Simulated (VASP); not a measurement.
The system is TeW.

```
CELL_PARAMETERS angstrom
3.39280 0.00000 0.00000
0.00000 3.39280 0.00000
0.00000 0.00000 4.44699
ATOMIC_POSITIONS crystal
Te 0.50000 0.50000 0.50000
W 0.00000 0.00000 0.00000
```

```yaml
Program: VASP 6.6.1
Task: relaxation of cell and atoms
Functional: PBE
Potentials_or_basis: VASP PAW PBE potentials, release 64 (Te, W_sv)
Cutoff: 500 eV
k_mesh: 6 × 6 × 4
Occupations: gaussian, width 0.1 eV
Spin: no spin polarisation
```

At the start: pressure -21.3 GPa; volume 25.59 Å³/atom.

Problem. How do energy, volume and symmetry change on relaxing?

Solution. Over 13 steps the energy falls by 983.0 meV/atom and the volume is 18.57 Å³/atom (-27.5 %); space group P4/mmm (No. 123, to 0.05 Å).

The path:
```csv
step,energy change (eV),largest force (eV/Å),pressure (GPa),volume (Å³)
1,0.0000,0.0000,-21.33,51.19
2,-0.0499,0.0000,70.66,29.78
3,-1.2665,0.0000,1.66,38.11
4,-1.2679,0.0000,2.52,37.87
5,-1.8556,0.0000,5.53,36.15
6,-1.8994,0.0000,7.99,35.72
7,-1.8568,0.0000,13.99,34.77
8,-1.9063,0.0000,9.72,35.43
9,-1.7835,0.0000,-12.85,40.68
10,-1.9658,0.0000,-0.47,37.26
11,-1.9659,0.0000,-0.20,37.20
12,-1.9659,0.0000,-0.03,37.17
13,-1.9661,0.0000,0.13,37.13
```

Final structure:
```
Te W
1.0
     3.35399    0.00000    0.00000
     0.00000    3.35399    0.00000
     0.00000    0.00000    3.30083
Te W
1 1
Direct
  0.50000 0.50000 0.50000
  0.00000 0.00000 0.00000
```

Caveat: the volume moved by over 15 % at a fixed basis, so the end points are rough.
